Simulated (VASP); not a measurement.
# TaAs3 (P6_3/mmc) in VASP: further runs

The runs below take TaAs3 through relaxation of cell and atoms, with PBE.

Everything below comes from runs of VASP 6.6.1. Logs are shortened: lines on timing, memory, paths and dates and some standing lists are left out, and cuts for length are marked.

## (1) The cell of the first run

It takes space group P6_3/mmc (No. 194, hexagonal). Conventional cell: a = 6.134 Å, b = 6.134 Å, c = 4.923 Å, α = 90.00°, β = 90.00°, γ = 120.00°. Within 4.0 Å of Ta (site symmetry -6m2) lie 12 As at 3.03 to 3.07 Å. As (site symmetry mm2) has 4 Ta at 3.03 to 3.07 Å and 8 As at 3.03 to 3.07 Å within 4.0 Å.

## (2) Relaxation of cell and atoms, PBE

Contents of INCAR:

```
SYSTEM = TaAs3
PREC = Accurate
ENCUT = 600
EDIFF = 1E-6
ISMEAR = 0
SIGMA = 0.1
LREAL = .False.
LASPH = .True.
NELM = 60
ALGO = Normal
ISIF = 3
LWAVE = .False.
LCHARG = .False.
GGA = PE
IBRION = 2
NSW = 90
EDIFFG = -0.04
```

Contents of KPOINTS:

```
regular mesh
0
Gamma
  3 3 4
  0 0 0
```

Contents of POSCAR:

```
TaAs3
1.0
    6.1338980269      0.0000000000      0.0000000000
   -3.0669490134      5.3121115155      0.0000000000
    0.0000000000      0.0000000000      4.9233995799
Ta As
2 6
Direct
    0.3333333333      0.6666666667      0.2500000000
    0.6666666667      0.3333333333      0.7500000000
    0.8330000000      0.6660000000      0.2500000000
    0.1670000000      0.8330000000      0.7500000000
    0.3340000000      0.1670000000      0.2500000000
    0.1670000000      0.3340000000      0.7500000000
    0.8330000000      0.1670000000      0.2500000000
    0.6660000000      0.8330000000      0.7500000000
```

Potentials or basis: VASP PAW PBE potentials, release 64 (Ta_pv, As).

Started as:

```sh
cat potpaw_PBE.64/Ta_pv/POTCAR potpaw_PBE.64/As/POTCAR > POTCAR
mpirun -np 1 vasp_std > vasp.out
```

OUTCAR:

```text
SYSTEM = TaAs3
   PREC = Accurate
   ENCUT = 600
   EDIFF = 1E-6
   ISMEAR = 0
   LREAL = .False.
   LASPH = .True.
   NELM = 60
   ISIF = 3
   GGA = PE
   IBRION = 2
   NSW = 90
   EDIFFG = -0.04

 ion  position               nearest neighbor table
   1  0.333  0.667  0.250-   4 3.03   4 3.03   6 3.03   6 3.03   8 3.03   8 3.03   5 3.07   3 3.07
                             7 3.07   7 3.07   5 3.07   3 3.07
   2  0.667  0.333  0.750-   7 3.03   7 3.03   3 3.03   3 3.03   5 3.03   5 3.03   8 3.07   6 3.07
                             4 3.07   4 3.07   8 3.07   6 3.07
   3  0.833  0.666  0.250-   2 3.03   2 3.03   1 3.07   1 3.07
   4  0.167  0.833  0.750-   1 3.03   1 3.03   2 3.07   2 3.07
   5  0.334  0.167  0.250-   2 3.03   2 3.03   1 3.07   1 3.07
   6  0.167  0.334  0.750-   1 3.03   1 3.03   2 3.07   2 3.07
   7  0.833  0.167  0.250-   2 3.03   2 3.03   1 3.07   1 3.07
   8  0.666  0.833  0.750-   1 3.03   1 3.03   2 3.07   2 3.07

  LATTYP: Found a hexagonal cell.
 ALAT       =     6.1338980269
 C/A-ratio  =     0.8026542923

  Lattice vectors:

 A1 = (   6.1338980269,   0.0000000000,   0.0000000000)
 A2 = (  -3.0669490134,   5.3121115155,   0.0000000000)
 A3 = (   0.0000000000,   0.0000000000,   4.9233995799)

Analysis of symmetry for initial positions (statically):
=====================================================================
 Subroutine PRICEL returns:
 Original cell was already a primitive cell.

 Routine SETGRP: Setting up the symmetry group for a
 hexagonal supercell.

 Subroutine GETGRP returns: Found 24 space group operations
 (whereof 12 operations were pure point group operations)
 out of a pool of 24 trial point group operations.

The static configuration has the point symmetry D_3d.
 The point group associated with its full space group is D_6h.

Analysis of symmetry for dynamics (positions and initial velocities):
=====================================================================
 Subroutine PRICEL returns:
 Original cell was already a primitive cell.

 Routine SETGRP: Setting up the symmetry group for a
 hexagonal supercell.

 Subroutine GETGRP returns: Found 24 space group operations
 (whereof 12 operations were pure point group operations)
 out of a pool of 24 trial point group operations.

The dynamic configuration has the point symmetry D_3d.
 The point group associated with its full space group is D_6h.

 Subroutine INISYM returns: Found 24 space group operations
 (whereof 12 operations are pure point group operations),
 and found     1 'primitive' translations

----------------------------------------------------------------------------------------

                                     Primitive cell

  volume of cell :     160.4238

  direct lattice vectors                    reciprocal lattice vectors
     6.133898027  0.000000000  0.000000000     0.163028468  0.094124530  0.000000000
    -3.066949013  5.312111515  0.000000000     0.000000000  0.188249060  0.000000000
     0.000000000  0.000000000  4.923399580     0.000000000  0.000000000  0.203111688

  length of vectors
     6.133898027  6.133898027  4.923399580     0.188249060  0.188249060  0.203111688

  position of ions in fractional coordinates (direct lattice)
     0.333333333  0.666666667  0.250000000
     0.666666667  0.333333333  0.750000000
     0.833000000  0.666000000  0.250000000
     0.167000000  0.833000000  0.750000000
     0.334000000  0.167000000  0.250000000
     0.167000000  0.334000000  0.750000000
     0.833000000  0.167000000  0.250000000
     0.666000000  0.833000000  0.750000000

  ion indices of the primitive-cell ions
   primitive index   ion index
                 1           1
                 2           2
                 3           3
                 4           4
                 5           5
                 6           6
                 7           7
                 8           8

----------------------------------------------------------------------------------------

 KPOINTS: regular mesh

Automatic generation of k-mesh.
 Grid dimensions read from file:
 generate k-points for:    3    3    4

 Generating k-lattice:

  Cartesian coordinates                     Fractional coordinates (reciprocal lattice)
     0.054342823  0.031374843  0.000000000     0.333333333  0.000000000  0.000000000
     0.000000000  0.062749687  0.000000000     0.000000000  0.333333333  0.000000000
     0.000000000  0.000000000  0.050777922     0.000000000  0.000000000  0.250000000

  Length of vectors
     0.062749687  0.062749687  0.050777922

  Shift w.r.t. Gamma in fractional coordinates (k-lattice)
     0.000000000  0.000000000  0.000000000

 Subroutine IBZKPT returns following result:
 ===========================================

 Found      9 irreducible k-points:

 Following reciprocal coordinates:
            Coordinates               Weight
  0.000000  0.000000  0.000000      1.000000
  0.333333 -0.000000  0.000000      6.000000
  0.333333  0.333333  0.000000      2.000000
  0.000000  0.000000  0.250000      2.000000
  0.333333 -0.000000  0.250000     12.000000
  0.333333  0.333333  0.250000      4.000000
  0.000000  0.000000  0.500000      1.000000
  0.333333 -0.000000  0.500000      6.000000
  0.333333  0.333333  0.500000      2.000000
   k-points           NKPTS =      9   k-points in BZ     NKDIM =      9   number of bands    NBANDS=     31
   number of dos      NEDOS =    301   number of ions     NIONS =      8
   total plane-waves  NPLWV = 100000
   dimension x,y,z NGX =    50 NGY =   50 NGZ =   40
   dimension x,y,z NGXF=   100 NGYF=  100 NGZF=   80
   ions per type =               2   6
   NGX,Y,Z   is equivalent  to a cutoff of  13.55, 13.55, 13.51 a.u.
   NGXF,Y,Z  is equivalent  to a cutoff of  27.10, 27.10, 27.01 a.u.
 SYSTEM =  TaAs3
   PREC   = accura    normal or accurate (medium, high low for compatibility)
   ISTART =      0    job   : 0-new  1-cont  2-samecut
   ICHARG =      2    charge: 1-file 2-atom 10-const
   ISPIN  =      1    spin polarized calculation?
   LNONCOLLINEAR =      F non collinear calculations
   LSORBIT =      F    spin-orbit coupling
   LASPH  =      T    aspherical Exc in radial PAW
   ENCUT  =  600.0 eV  44.10 Ry    6.64 a.u.  12.25 12.25  9.83*2*pi/ulx,y,z
   NELM   =     60;   NELMIN=  2; NELMDL= -5     # of ELM steps
   EDIFF  = 0.1E-05   stopping-criterion for ELM
   LREAL  =      F    real-space projection
   EDIFFG = -.4E-01   stopping-criterion for IOM
   NSW    =     90    number of steps for IOM
   IBRION =      2    ionic relax: 0-MD 1-quasi-New 2-CG
   NFREE  =      1    steps in history (QN), initial steepest desc. (CG)
   ISIF   =      3    stress and relaxation
   ISYM   =      2    0-nonsym 1-usesym 2-fastsym
   POTIM  = 0.5000    time-step for ionic-motion
   TEBEG  =    0.0;   TEEND  =   0.0 temperature during run
   PSTRESS=    0.0 pullay stress
   NELECT =      52.0000    total number of electrons
   NUPDOWN=      -1.0000    fix difference up-down
   EMIN   =  10.00;   EMAX   =-10.00  energy-range for DOS
   EFERMI =   0.00;   METHOD = LEGACY
   ISMEAR =     0;   SIGMA  =   0.10  broadening in eV -4-tet -1-fermi 0-gaus
   EFERMI_NEDOS =   21; number of points for ismear=-14 and -15
   IALGO  =     38    algorithm
   IMIX   =      4    mixing-type and parameters
     AMIX     =   0.40;   BMIX     =  1.00
     AMIX_MAG =   1.60;   BMIX_MAG =  1.00
  volume/ion in A,a.u.               =      20.05       135.32
  Fermi-wavevector in a.u.,A,eV,Ry     =   1.124570  2.125128 17.206700  1.264657
  Thomas-Fermi vector in A             =   2.261242
   LORBIT       =      0    0 simple, 1 ext, 2 COOP (PROOUT), +10 PAW based schemes
   GGA     = PE    functional components
   LHFCALC =     F    Hartree Fock is set to
   AEXX    =    0.0000 exact exchange contribution
   IVDW    =     0    specifies the selected vdW correction
   LEPSILON=     F    determine dielectric tensor
   LRPA    =     F    only Hartree local field effects (RPA)
 conjugate gradient relaxation of ions
 non-spin polarized calculation
 Gauss-broadening in eV      SIGMA  =   0.10
  energy-cutoff  :      600.00
  volume of cell :      160.42
 maximum number of plane-waves:      5384
 NGX is ok and might be reduce to    50
   NGX = 25   NGY = 25   NGZ = 19

--------------------------------------- Ionic step        1  -------------------------------------------

 number of electron      51.9999997 magnetization

 Free energy of the ion-electron system (eV)
  ---------------------------------------------------
  ext. energy  EPLUGINS =         0.00000000
  ---------------------------------------------------
  free energy    TOTEN  =       -47.96046612 eV

  energy without entropy =      -47.92793488  energy(sigma->0) =      -47.94420050

------------------------ aborting loop because EDIFF is reached ----------------------------------------

  FORCE on cell =-STRESS in cart. coord.  units (eV):
  Direction    XX          YY          ZZ          XY          YZ          ZX
  --------------------------------------------------------------------------------------
  -------------------------------------------------------------------------------------
  Total       -9.1985761     -9.1985761     -8.9028809     -0.0000000      0.0000000      0.0000000
  in kB      -91.8675998    -91.8675998    -88.9144460     -0.0000000      0.0000000      0.0000000
  external PRESSURE =     -90.8832152 kB  Pullay stress =       0.0000000 kB
[... 107 lines left out ...]
  FREE ENERGIE OF THE ION-ELECTRON SYSTEM (eV)
  ---------------------------------------------------
  free  energy   TOTEN  =       -48.7782006616 eV

  energy  without entropy=      -48.7494863566  energy(sigma->0) =      -48.76384351

[... ionic steps 4 to 9 ...]

--------------------------------------- Ionic step       10  -------------------------------------------

 number of electron      52.0000000 magnetization

------------------------ aborting loop because EDIFF is reached ----------------------------------------

  FORCE on cell =-STRESS in cart. coord.  units (eV):
  Direction    XX          YY          ZZ          XY          YZ          ZX
  --------------------------------------------------------------------------------------
  -------------------------------------------------------------------------------------
  Total       -0.0210105     -0.0210105      0.3075193     -0.0000000      0.0000000      0.0000000
  in kB       -0.2222093     -0.2222093      3.2523566     -0.0000000      0.0000000      0.0000000
  external PRESSURE =       0.9359794 kB  Pullay stress =       0.0000000 kB
[... 69 lines left out ...]
  energy  without entropy=      -49.4161764595  energy(sigma->0) =      -49.43285681

--------------------------------------- Ionic step       12  -------------------------------------------

 number of electron      52.0000000 magnetization

 Free energy of the ion-electron system (eV)
  ---------------------------------------------------
  ext. energy  EPLUGINS =         0.00000000
  ---------------------------------------------------
  free energy    TOTEN  =       -49.44991451 eV

  energy without entropy =      -49.41614823  energy(sigma->0) =      -49.43303137

 E-fermi :   6.4393     XC(G=0): -11.0949

 val. band max:        6.3657931874   @ k =   0.0000   0.0000   0.2500
 cond. band min:       6.4569676231   @ k =   0.0000   0.0000   0.2500
 fundamental gap:      0.0911744357
 Fermi energy:         6.4392655660

 k-point     1 :       0.0000    0.0000    0.0000
  band No.  band energies     occupation
      1     -28.7352      2.00000
      2     -28.7352      2.00000
      3     -28.7233      2.00000
      4     -28.7233      2.00000
      5     -28.6095      2.00000
      6     -28.5987      2.00000
[... 330 lines left out ...]
  FREE ENERGIE OF THE ION-ELECTRON SYSTEM (eV)
  ---------------------------------------------------
  free  energy   TOTEN  =       -49.4499145144 eV

  energy  without entropy=      -49.4161482316  energy(sigma->0) =      -49.43303137

 reached required accuracy - stopping structural energy minimisation
```

Run time: 4.3 min. Hardware: 1 thread of Intel Xeon 6975P-C (Granite Rapids), shared host; peak memory 0.34 GiB.

Results:

| Property | Result |
| --- | --- |
| Free energy | -49.4499 eV |
| Relaxed volume | 18.95 Å³/atom |
| Relaxed cell | a = 6.073 Å, b = 6.073 Å, c = 4.745 Å, α = 90.00°, β = 90.00°, γ = 120.00° |
| Space group after relaxing (to 0.1 Å) | P6_3/mmc (No. 194) |
| Energy gained by relaxing | 186.2 meV/atom |
| Ionic steps | 12 |
| Pressure after relaxing | 0.1 GPa |
| Largest force after relaxing | 0.013 eV/Å |
| Band gap on the k mesh | zero (bands 26 and 27 overlap by 1.10 eV) |

Forces on the atoms (eV/Å):
```
Ta   0.000  0.000  0.000
Ta   0.000  0.000  0.000
As   0.000 -0.013  0.000
As   0.011 -0.007  0.000
As   0.011  0.007  0.000
As   0.000  0.013  0.000
As  -0.011  0.007  0.000
As  -0.011 -0.007  0.000
```

Step by step:
| step | energy change (eV) | largest force (eV/Å) | pressure (GPa) | volume (Å³) |
| --- | --- | --- | --- | --- |
| 1 | 0.0000 | 1.4212 | -9.09 | 160.42 |
| 2 | -0.6741 | 0.7970 | 9.80 | 135.44 |
| 3 | -0.8177 | 1.0878 | 2.80 | 142.02 |
| 4 | -1.1711 | 0.7346 | 2.54 | 143.64 |
| 5 | -1.2596 | 1.0525 | 5.31 | 147.35 |
| 6 | -1.3953 | 0.1341 | 3.20 | 145.39 |
| 7 | -1.4061 | 0.1588 | 3.63 | 145.93 |
| 8 | -1.4212 | 0.2201 | -3.69 | 157.43 |
| 9 | -1.4782 | 0.0343 | -0.50 | 151.83 |
| 10 | -1.4889 | 0.0410 | 0.09 | 151.49 |
| 11 | -1.4891 | 0.0401 | 0.03 | 151.53 |
| 12 | -1.4894 | 0.0132 | 0.08 | 151.59 |

Final structure:
```yaml
crystal:
  lattice:
    - [6.07342, 0.00000, 0.00000]
    - [-3.03671, 5.25974, 0.00000]
    - [0.00000, 0.00000, 4.74529]
  atoms:
    - { symbol: Ta, position: [0.33333, 0.66667, 0.25000] }
    - { symbol: Ta, position: [0.66667, 0.33333, 0.75000] }
    - { symbol: As, position: [0.81238, 0.62476, 0.25000] }
    - { symbol: As, position: [0.18762, 0.81238, 0.75000] }
    - { symbol: As, position: [0.37524, 0.18762, 0.25000] }
    - { symbol: As, position: [0.18762, 0.37524, 0.75000] }
    - { symbol: As, position: [0.81238, 0.18762, 0.25000] }
    - { symbol: As, position: [0.62476, 0.81238, 0.75000] }
```

Caveat: the k points lie up to 0.40 Å⁻¹ apart in the final cell, too coarse for converged energies and pressures of a metal; spin-orbit coupling is left out, which moves the levels of the heavy elements.

## (3) Relaxation of cell and atoms, PBE

This run uses another cell than the first one, of 18.95 Å³/atom.

Contents of INCAR:

```
SYSTEM = TaAs3
PREC = Accurate
ENCUT = 600
EDIFF = 1E-7
ISMEAR = 0
SIGMA = 0.1
LREAL = .FALSE.
LASPH = .TRUE.
NELM = 100
ALGO = Normal
ISIF = 3
LWAVE = .FALSE.
LCHARG = .FALSE.
GGA = PE
IBRION = 2
NSW = 100
EDIFFG = -0.01
```

Contents of KPOINTS:

```
Automatic mesh
0
G
  6 6 8
  0 0 0
```

Contents of POSCAR:

```
TaAs3
1.0
    6.0750046545      0.0000000000      0.0000000000
   -3.0375023272      5.2611083589      0.0000000000
    0.0000000000      0.0000000000      4.7440768626
Ta As
2 6
Direct
    0.3333333333      0.6666666667      0.2500000000
    0.6666666667      0.3333333333      0.7500000000
    0.8119845914      0.6239691827      0.2500000000
    0.1880154086      0.8119845914      0.7500000000
    0.3760308173      0.1880154086      0.2500000000
    0.1880154086      0.3760308173      0.7500000000
    0.8119845914      0.1880154086      0.2500000000
    0.6239691827      0.8119845914      0.7500000000
```

Potentials or basis: VASP PAW PBE potentials, release 64 (Ta_pv, As).

Started as:

```sh
cat potpaw_PBE.64/Ta_pv/POTCAR potpaw_PBE.64/As/POTCAR > POTCAR
mpirun -np 1 vasp_std > vasp.out
```

Wall time 11 min (1 thread of Intel Xeon 6975P-C (Granite Rapids), shared host); peak memory 0.44 GiB.

The run converged. Its results:

```yaml
Free_energy: -49.4689 eV
Relaxed_volume: 18.79 Å³/atom
Relaxed_cell: a = 6.002 Å, b = 6.002 Å, c = 4.819 Å, α = 90.00°, β = 90.00°, γ = 120.00°
Space_group_after_relaxing_to_0.1_Å: P6_3/mmc (No. 194)
Energy_gained_by_relaxing: 2.4 meV/atom
Ionic_steps: 10
Pressure_after_relaxing: 0.1 GPa
Largest_force_after_relaxing: 0.003 eV/Å
Band_gap_on_the_k_mesh: zero (bands 26 and 27 overlap by 0.91 eV)
```

Forces on the atoms (eV/Å):
```
Ta   0.000  0.000  0.000
Ta   0.000  0.000  0.000
As   0.000 -0.003  0.000
As   0.003 -0.002  0.000
As   0.003  0.002  0.000
As   0.000  0.003  0.000
As  -0.003  0.002  0.000
As  -0.003 -0.002  0.000
```

The path:
```tsv
step	energy change (eV)	largest force (eV/Å)	pressure (GPa)	volume (Å³)
1	0.0000	0.1517	0.67	151.63
2	-0.0060	0.0090	-1.06	153.36
3	-0.0073	0.0502	-0.56	152.84
4	-0.0136	0.0510	-0.35	152.07
5	-0.0185	0.0521	0.08	150.66
6	-0.0186	0.0522	0.14	150.47
7	-0.0188	0.0220	-0.23	150.66
8	-0.0191	0.0086	-0.08	150.58
9	-0.0191	0.0065	-0.09	150.59
10	-0.0191	0.0031	0.06	150.34
```

Final structure:
```
CELL_PARAMETERS angstrom
6.00212 0.00000 0.00000
-3.00106 5.19799 0.00000
0.00000 0.00000 4.81865
ATOMIC_POSITIONS crystal
Ta 0.33333 0.66667 0.25000
Ta 0.66667 0.33333 0.75000
As 0.81433 0.62865 0.25000
As 0.18567 0.81433 0.75000
As 0.37135 0.18567 0.25000
As 0.18567 0.37135 0.75000
As 0.81433 0.18567 0.25000
As 0.62865 0.81433 0.75000
```

Levels at points of the mesh, in eV from the Fermi level:
```
           k point  band 24  band 25  band 26  band 27  band 28  band 29
(0.00, 0.00, 0.00)    -0.43    -0.27    -0.23    -0.23     0.34     0.43
(0.50, 0.00, 0.00)    -1.34    -1.17    -0.72    -0.60     0.22     0.62
(0.00, 0.00, 0.50)     0.06     0.27     0.27     0.62     0.62     0.62
(0.50, 0.00, 0.50)    -1.41    -0.15    -0.15     0.45     0.45     0.78
```

Caveat: spin-orbit coupling is left out, which moves the levels of the heavy elements.
